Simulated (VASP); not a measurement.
Write the native input for VASP 6.6.1 that does the following.

```yaml
Task: single point
Functional: PBEsol
Potentials_or_basis: VASP PAW PBE potentials, release 64 (Mg, O)
Cutoff: 520 eV
k_mesh: 9 × 9 × 6
Occupations: gaussian, width 0.05 eV
Spin: no spin polarisation
Dipole_correction: no
Further_INCAR_settings: ALGO = Normal; EDIFF = 1e-06; NBANDS = 16
```

The structure of MgO lies in POSCAR:

```
MgO
1.0
    3.2605657016      0.0000000000      0.0000000000
   -1.6302828508      2.8237327283      0.0000000000
    0.0000000000      0.0000000000      5.1523459217
Mg O
2 2
Direct
    0.3333333333      0.6666666667     -0.0081359286
    0.6666666667      0.3333333333      0.4918640714
    0.3333333333      0.6666666667      0.4009416620
    0.6666666667      0.3333333333      0.9009416620
```

This cell differs from its parent crystal: c/a of the conventional cell at fixed volume 1.5802.

One way to write it, as run:

INCAR

```
SYSTEM = MgO
PREC = Accurate
ENCUT = 520
EDIFF = 1E-6
ISMEAR = 0
SIGMA = 0.05
LREAL = .False.
LASPH = .True.
NELM = 100
ALGO = Normal
ISIF = 2
LWAVE = .False.
LCHARG = .False.
GGA = PS
NBANDS = 16
```

KPOINTS

```
regular mesh
0
Gamma
  9 9 6
  0 0 0
```

Potentials or basis: VASP PAW PBE potentials, release 64 (Mg, O).

The run is started by

```bash
$ cat potpaw_PBE.64/Mg/POTCAR potpaw_PBE.64/O/POTCAR > POTCAR
$ mpirun -np 1 vasp_std > vasp.out
```

Results of the run:

- Pressure: 0.9 GPa
- Largest force: 0.602 eV/Å
- Band gap on the k mesh: 3.33 eV, direct

Caveat: the PAW data sets were made with another functional, which shifts forces and pressure a little.

Run time: 66 s on 1 thread of AMD EPYC 7R13, with other jobs on the host, peak memory 0.15 GiB.
